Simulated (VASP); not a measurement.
# CaSe (Fm-3m) in VASP: notebook

Runs on CaSe. Level: PBEsol. Tasks: single point.

All numbers are computed with VASP 6.6.1; they aren't measurements. Logs are shortened: lines on timing, memory, paths and dates and some standing lists are left out, and cuts for length are marked.

## Step 1: The cell of the first run

Symmetry: Fm-3m, No. 225, cubic system. The conventional cell has a = 5.869 Å, b = 5.869 Å, c = 5.869 Å, α = 90.00°, β = 90.00°, γ = 90.00°. Ca (site symmetry m-3m) has 6 Se at 2.93 Å within 3.9 Å. Se (site symmetry m-3m) has 6 Ca at 2.93 Å within 3.9 Å.

## Step 2: Single point, PBEsol

INCAR reads:

```
  PREC = Accurate
  ENCUT = 520
  EDIFF = 1E-6
  ISMEAR = 0
  SIGMA = 0.05
  LREAL = F
  LASPH = T
  NELM = 80
  ALGO = Normal
  ISIF = 2
  LWAVE = F
  LCHARG = T
  GGA = PS
  LELF = T
  LVHAR = T
  NBANDS = 15
```

KPOINTS reads:

```
Automatic mesh
0
Gamma
  10 10 10
```

POSCAR reads:

```
CaSe
1.0
    0.0000000000      2.9342653778      2.9342653778
    2.9342653778      0.0000000000      2.9342653778
    2.9342653778      2.9342653778      0.0000000000
Ca Se
1 1
Direct
    0.5000000000      0.5000000000      0.5000000000
    0.0000000000      0.0000000000      0.0000000000
```

Potentials or basis: VASP PAW PBE potentials, release 64 (Ca_sv, Se).

Command:

```sh
> cat potpaw_PBE.64/Ca_sv/POTCAR potpaw_PBE.64/Se/POTCAR > POTCAR
> mpirun -np 1 vasp_std > vasp.out
```

OUTCAR:

```text
PREC = Accurate
   ENCUT = 520
   EDIFF = 1E-6
   ISMEAR = 0
   LREAL = F
   LASPH = T
   NELM = 80
   ISIF = 2
   GGA = PS

 ion  position               nearest neighbor table
   1  0.500  0.500  0.500-   2 2.93   2 2.93   2 2.93   2 2.93   2 2.93   2 2.93
   2  0.000  0.000  0.000-   1 2.93   1 2.93   1 2.93   1 2.93   1 2.93   1 2.93

  LATTYP: Found a face centered cubic cell.
 ALAT       =     5.8685307556

  Lattice vectors:

 A1 = (   0.0000000000,   2.9342653778,   2.9342653778)
 A2 = (   2.9342653778,   0.0000000000,   2.9342653778)
 A3 = (   2.9342653778,   2.9342653778,   0.0000000000)

Analysis of symmetry for initial positions (statically):
=====================================================================
 Subroutine PRICEL returns:
 Original cell was already a primitive cell.

 Routine SETGRP: Setting up the symmetry group for a
 face centered cubic supercell.

 Subroutine GETGRP returns: Found 48 space group operations
 (whereof 48 operations were pure point group operations)
 out of a pool of 48 trial point group operations.

The static configuration has the point symmetry O_h .

Analysis of symmetry for dynamics (positions and initial velocities):
=====================================================================
 Subroutine PRICEL returns:
 Original cell was already a primitive cell.

 Routine SETGRP: Setting up the symmetry group for a
 face centered cubic supercell.

 Subroutine GETGRP returns: Found 48 space group operations
 (whereof 48 operations were pure point group operations)
 out of a pool of 48 trial point group operations.

The dynamic configuration has the point symmetry O_h .

 Subroutine INISYM returns: Found 48 space group operations
 (whereof 48 operations are pure point group operations),
 and found     1 'primitive' translations

----------------------------------------------------------------------------------------

                                     Primitive cell

  volume of cell :      50.5275

  direct lattice vectors                    reciprocal lattice vectors
     0.000000000  2.934265378  2.934265378    -0.170400402  0.170400402  0.170400402
     2.934265378  0.000000000  2.934265378     0.170400402 -0.170400402  0.170400402
     2.934265378  2.934265378  0.000000000     0.170400402  0.170400402 -0.170400402

  length of vectors
     4.149677893  4.149677893  4.149677893     0.295142154  0.295142154  0.295142154

  position of ions in fractional coordinates (direct lattice)
     0.500000000  0.500000000  0.500000000
     0.000000000  0.000000000  0.000000000

  ion indices of the primitive-cell ions
   primitive index   ion index
                 1           1
                 2           2

----------------------------------------------------------------------------------------

 KPOINTS: Automatic mesh

Automatic generation of k-mesh.
 Grid dimensions read from file:
 generate k-points for:   10   10   10

 Generating k-lattice:

  Cartesian coordinates                     Fractional coordinates (reciprocal lattice)
    -0.017040040  0.017040040  0.017040040     0.100000000  0.000000000  0.000000000
     0.017040040 -0.017040040  0.017040040     0.000000000  0.100000000  0.000000000
     0.017040040  0.017040040 -0.017040040     0.000000000  0.000000000  0.100000000

  Length of vectors
     0.029514215  0.029514215  0.029514215

  Shift w.r.t. Gamma in fractional coordinates (k-lattice)
     0.000000000  0.000000000  0.000000000

 Subroutine IBZKPT returns following result:
 ===========================================

 Found     47 irreducible k-points:

 Following reciprocal coordinates:
            Coordinates               Weight
  0.000000  0.000000  0.000000      1.000000
  0.100000  0.000000  0.000000      8.000000
  0.200000  0.000000  0.000000      8.000000
  0.300000  0.000000  0.000000      8.000000
  0.400000  0.000000  0.000000      8.000000
  0.500000  0.000000  0.000000      4.000000
[... 16 lines left out ...]
  0.300000  0.300000  0.000000      6.000000
  0.400000  0.300000  0.000000     24.000000
 [... further k-points ...]
   k-points           NKPTS =     47   k-points in BZ     NKDIM =     47   number of bands    NBANDS=     15
   number of dos      NEDOS =    301   number of ions     NIONS =      2
   total plane-waves  NPLWV =  32768
   dimension x,y,z NGX =    32 NGY =   32 NGZ =   32
   dimension x,y,z NGXF=    64 NGYF=   64 NGZF=   64
   ions per type =               1   1
   NGX,Y,Z   is equivalent  to a cutoff of  12.82, 12.82, 12.82 a.u.
   NGXF,Y,Z  is equivalent  to a cutoff of  25.64, 25.64, 25.64 a.u.
 SYSTEM =  unknown system
   PREC   = accura    normal or accurate (medium, high low for compatibility)
   ISTART =      0    job   : 0-new  1-cont  2-samecut
   ICHARG =      2    charge: 1-file 2-atom 10-const
   ISPIN  =      1    spin polarized calculation?
   LNONCOLLINEAR =      F non collinear calculations
   LSORBIT =      F    spin-orbit coupling
   LASPH  =      T    aspherical Exc in radial PAW
   ENCUT  =  520.0 eV  38.22 Ry    6.18 a.u.   7.72  7.72  7.72*2*pi/ulx,y,z
   NELM   =     80;   NELMIN=  2; NELMDL= -5     # of ELM steps
   EDIFF  = 0.1E-05   stopping-criterion for ELM
   LREAL  =      F    real-space projection
   EDIFFG = 0.1E-04   stopping-criterion for IOM
   NSW    =      0    number of steps for IOM
   IBRION =     -1    ionic relax: 0-MD 1-quasi-New 2-CG
   NFREE  =      0    steps in history (QN), initial steepest desc. (CG)
   ISIF   =      2    stress and relaxation
   ISYM   =      2    0-nonsym 1-usesym 2-fastsym
   POTIM  = 0.5000    time-step for ionic-motion
   TEBEG  =    0.0;   TEEND  =   0.0 temperature during run
   PSTRESS=    0.0 pullay stress
   NELECT =      16.0000    total number of electrons
   NUPDOWN=      -1.0000    fix difference up-down
   EMIN   =  10.00;   EMAX   =-10.00  energy-range for DOS
   EFERMI =   0.00;   METHOD = LEGACY
   ISMEAR =     0;   SIGMA  =   0.05  broadening in eV -4-tet -1-fermi 0-gaus
   EFERMI_NEDOS =   21; number of points for ismear=-14 and -15
   IALGO  =     38    algorithm
   IMIX   =      4    mixing-type and parameters
     AMIX     =   0.40;   BMIX     =  1.00
     AMIX_MAG =   1.60;   BMIX_MAG =  1.00
  volume/ion in A,a.u.               =      25.26       170.49
  Fermi-wavevector in a.u.,A,eV,Ry     =   1.115849  2.108649 16.940873  1.245119
  Thomas-Fermi vector in A             =   2.252458
   LORBIT       =      0    0 simple, 1 ext, 2 COOP (PROOUT), +10 PAW based schemes
   GGA     = PS    functional components
   LHFCALC =     F    Hartree Fock is set to
   AEXX    =    0.0000 exact exchange contribution
   IVDW    =     0    specifies the selected vdW correction
   LEPSILON=     F    determine dielectric tensor
   LRPA    =     F    only Hartree local field effects (RPA)
 non-spin polarized calculation
 Gauss-broadening in eV      SIGMA  =   0.05
  energy-cutoff  :      520.00
  volume of cell :       50.53
 maximum number of plane-waves:      1380
   NGX = 15   NGY = 15   NGZ = 15

 number of electron      16.0000001 magnetization

 Free energy of the ion-electron system (eV)
  ---------------------------------------------------
  ext. energy  EPLUGINS =         0.00000000
  ---------------------------------------------------
  free energy    TOTEN  =       -10.07410216 eV

  energy without entropy =      -10.07410216  energy(sigma->0) =      -10.07410216

 E-fermi :   2.7924     XC(G=0):  -9.4287

 val. band max:        2.5090375755   @ k =   0.0000   0.0000   0.0000
 cond. band min:       4.3754647634   @ k =   0.5000   0.5000   0.0000
 fundamental gap:      1.8664271879
 Fermi energy:         2.7923735313

 k-point     1 :       0.0000    0.0000    0.0000
  band No.  band energies     occupation
      1     -36.9602      2.00000
      2     -18.0396      2.00000
      3     -18.0396      2.00000
      4     -18.0396      2.00000
      5      -9.4005      2.00000
      6       2.5090      2.00000
      7       2.5090      2.00000
      8       2.5090      2.00000
      9       5.8199      0.00000
     10       6.1459      0.00000
     11       6.1459      0.00000
     12       6.1459      0.00000
     13       6.7716      0.00000
     14       6.7716      0.00000
     15      12.0768      0.00000

 k-point     2 :       0.1000    0.0000    0.0000
  band No.  band energies     occupation
      1     -36.9594      2.00000
      2     -18.0528      2.00000
      3     -18.0405      2.00000
      4     -18.0405      2.00000
      5      -9.3354      2.00000
      6       1.9473      2.00000
      7       2.3363      2.00000
      8       2.3363      2.00000
      9       6.0451      0.00000
     10       6.2937      0.00000
     11       6.2937      0.00000
     12       6.5479      0.00000
     13       7.0500      0.00000
     14       7.0500      0.00000
     15      12.2732      0.00000

 k-point     3 :       0.2000    0.0000    0.0000
  band No.  band energies     occupation
      1     -36.9574      2.00000
      2     -18.0869      2.00000
      3     -18.0427      2.00000
      4     -18.0427      2.00000
      5      -9.1590      2.00000
      6       0.9142      2.00000
      7       1.9601      2.00000
      8       1.9601      2.00000
      9       6.0890      0.00000
     10       6.6640      0.00000
     11       6.6640      0.00000
     12       7.7456      0.00000
     13       7.7831      0.00000
     14       7.7831      0.00000
     15      12.1996      0.00000
[... 343 lines left out ...]
 k-point    23 :       0.3000    0.3000    0.0000
  band No.  band energies     occupation
      1     -36.9532      2.00000
      2     -18.1102      2.00000
      3     -18.0645      2.00000
      4     -18.0645      2.00000
      5      -8.9216      2.00000
      6       0.0451      2.00000
      7       1.7440      2.00000
      8       1.7440      2.00000
      9       4.8549      0.00000
     10       7.2508      0.00000
     11       7.2768      0.00000
     12       8.2299      0.00000
     13       8.2299      0.00000
     14      10.3047      0.00000
     15      11.5129      0.00000

 k-point    24 :       0.4000    0.3000    0.0000
  band No.  band energies     occupation
      1     -36.9516      2.00000
      2     -18.1239      2.00000
      3     -18.0717      2.00000
      4     -18.0683      2.00000
      5      -8.8309      2.00000
      6      -0.0997      2.00000
      7       1.4193      2.00000
      8       1.5991      2.00000
      9       4.9221      0.00000
     10       7.5583      0.00000
     11       7.7143      0.00000
     12       8.4465      0.00000
     13       8.4541      0.00000
     14       9.4510      0.00000
     15      11.7223      0.00000

 [... further k-points ...]
[... 5 lines left out ...]
  --------------------------------------------------------------------------------------
  -------------------------------------------------------------------------------------
  Total        0.0649879      0.0649879      0.0649879      0.0000000     -0.0000000     -0.0000000
  in kB        2.0607018      2.0607018      2.0607018      0.0000000     -0.0000000     -0.0000000
  external PRESSURE =       2.0607018 kB  Pullay stress =       0.0000000 kB

 VOLUME and BASIS-vectors are now :
 -----------------------------------------------------------------------------
  energy-cutoff  :      520.00
  volume of cell :       50.53
      direct lattice vectors                 reciprocal lattice vectors
     0.000000000  2.934265378  2.934265378    -0.170400402  0.170400402  0.170400402
     2.934265378  0.000000000  2.934265378     0.170400402 -0.170400402  0.170400402
     2.934265378  2.934265378  0.000000000     0.170400402  0.170400402 -0.170400402

 POSITION                                       TOTAL-FORCE (eV/Angst)
 -----------------------------------------------------------------------------------
      2.93427      2.93427      2.93427         0.000000     -0.000000      0.000000
      0.00000      0.00000      0.00000        -0.000000      0.000000      0.000000
 -----------------------------------------------------------------------------------
    total drift:                                0.000000     -0.000000      0.000000

  FREE ENERGIE OF THE ION-ELECTRON SYSTEM (eV)
  ---------------------------------------------------
  free  energy   TOTEN  =       -10.0741021578 eV

  energy  without entropy=      -10.0741021578  energy(sigma->0) =      -10.07410216
```

Wall time 26 s (1 thread of Intel Xeon Platinum 8259CL at 2.50GHz (Skylake/Cascade Lake), shared host); peak memory 0.19 GiB.

Results:

| Item | Value |
| --- | --- |
| Free energy | -10.0741 eV |
| Pressure | 0.2 GPa |
| Band gap on the k mesh | 1.87 eV, indirect (least direct gap 2.84 eV) |

Levels at points of the mesh, in eV from the valence-band top:
| k point | band 4 | band 5 | band 6 | band 7 | band 8 | band 9 | band 10 | band 11 | band 12 | band 13 |
| --- | --- | --- | --- | --- | --- | --- | --- | --- | --- | --- |
| (0.00, 0.00, 0.00) | -20.55 | -11.91 | 0.00 | 0.00 | 0.00 | 3.31 | 3.64 | 3.64 | 3.64 | 4.26 |
| (0.50, 0.00, 0.00) | -20.56 | -11.15 | -3.43 | -1.27 | -1.27 | 4.42 | 5.51 | 5.55 | 5.55 | 7.68 |
| (0.50, 0.50, 0.00) | -20.59 | -11.30 | -2.62 | -0.97 | -0.97 | 1.87 | 5.04 | 5.07 | 6.12 | 6.12 |

Caveat: the PAW data sets were made with another functional, which shifts forces and pressure a little.

## Step 3: Single point, PBEsol

INCAR reads:

```
SYSTEM = CaSe
PREC = Accurate
ENCUT = 520
EDIFF = 1E-6
ISMEAR = 0
SIGMA = 0.05
LREAL = .FALSE.
LASPH = .TRUE.
NELM = 100
ALGO = Normal
ISIF = 2
LWAVE = .FALSE.
LCHARG = .FALSE.
GGA = PS
NBANDS = 15
```

KPOINTS reads:

```
regular mesh
0
G
  10 10 10
  0 0 0
```

POSCAR is that of step 2.

Potentials or basis: VASP PAW PBE potentials, release 64 (Ca_sv, Se).

Command:

```sh
> cat potpaw_PBE.64/Ca_sv/POTCAR potpaw_PBE.64/Se/POTCAR > POTCAR
> mpirun -np 1 vasp_std > vasp.out
```

Wall time 24 s (1 thread of Intel Xeon Platinum 8259CL at 2.50GHz (Skylake/Cascade Lake), shared host); peak memory 0.19 GiB.

It converged, with:

* Free energy: -10.0741 eV
* Pressure: 0.2 GPa
* Band gap on the k mesh: 1.87 eV, indirect (least direct gap 2.84 eV)

Levels at points of the mesh, in eV from the valence-band top:
```csv
k point,band 6,band 7,band 8,band 9,band 10,band 11
"(0.00, 0.00, 0.00)",0.00,0.00,0.00,3.31,3.64,3.64
"(0.50, 0.00, 0.00)",-3.43,-1.27,-1.27,4.42,5.51,5.55
"(0.50, 0.50, 0.00)",-2.62,-0.97,-0.97,1.87,5.04,5.07
```

Caveat: the PAW data sets were made with another functional, which shifts forces and pressure a little.

## Step 4: Single point, PBEsol (volume scaled by 1.020)

INCAR reads:

```
ALGO = Normal
EDIFF = 1E-7
ENCUT = 520
GGA = PS
ISIF = 2
ISMEAR = 0
LASPH = True
LCHARG = True
LELF = True
LREAL = False
LVHAR = True
LWAVE = False
NBANDS = 15
NELM = 80
PREC = Accurate
SIGMA = 0.05
```

KPOINTS reads:

```
k-points
0
Gamma
  10 10 10
```

POSCAR reads:

```
CaSe
1.0
    0.0000000000      2.9536981652      2.9536981652
    2.9536981652      0.0000000000      2.9536981652
    2.9536981652      2.9536981652      0.0000000000
Ca Se
1 1
Direct
    0.5000000000      0.5000000000      0.5000000000
    0.0000000000      0.0000000000      0.0000000000
```

Command:

```sh
> cat potpaw_PBE.64/Ca_sv/POTCAR potpaw_PBE.64/Se/POTCAR > POTCAR
> mpirun -np 1 vasp_std > vasp.out
```

Wall time 28 s (1 thread of Intel Xeon Platinum 8259CL at 2.50GHz (Skylake/Cascade Lake), shared host); peak memory 0.19 GiB.

Results (log left out):

```yaml
Free_energy: -10.0724 eV
Pressure: -0.8 GPa
Band_gap_on_the_k_mesh: 1.92 eV, indirect (least direct gap 2.87 eV)
```

Levels at points of the mesh, in eV from the valence-band top:
| k point | band 4 | band 5 | band 6 | band 7 | band 8 | band 9 | band 10 | band 11 | band 12 | band 13 |
| --- | --- | --- | --- | --- | --- | --- | --- | --- | --- | --- |
| (0.00, 0.00, 0.00) | -20.60 | -11.84 | 0.00 | 0.00 | 0.00 | 3.20 | 3.65 | 3.65 | 3.65 | 4.25 |
| (0.50, 0.00, 0.00) | -20.61 | -11.12 | -3.35 | -1.22 | -1.22 | 4.38 | 5.46 | 5.50 | 5.50 | 7.56 |
| (0.50, 0.50, 0.00) | -20.64 | -11.25 | -2.57 | -0.95 | -0.95 | 1.92 | 4.95 | 5.04 | 6.04 | 6.05 |

Caveat: the PAW data sets were made with another functional, which shifts forces and pressure a little.

(Part 1 of 2 ends here.)
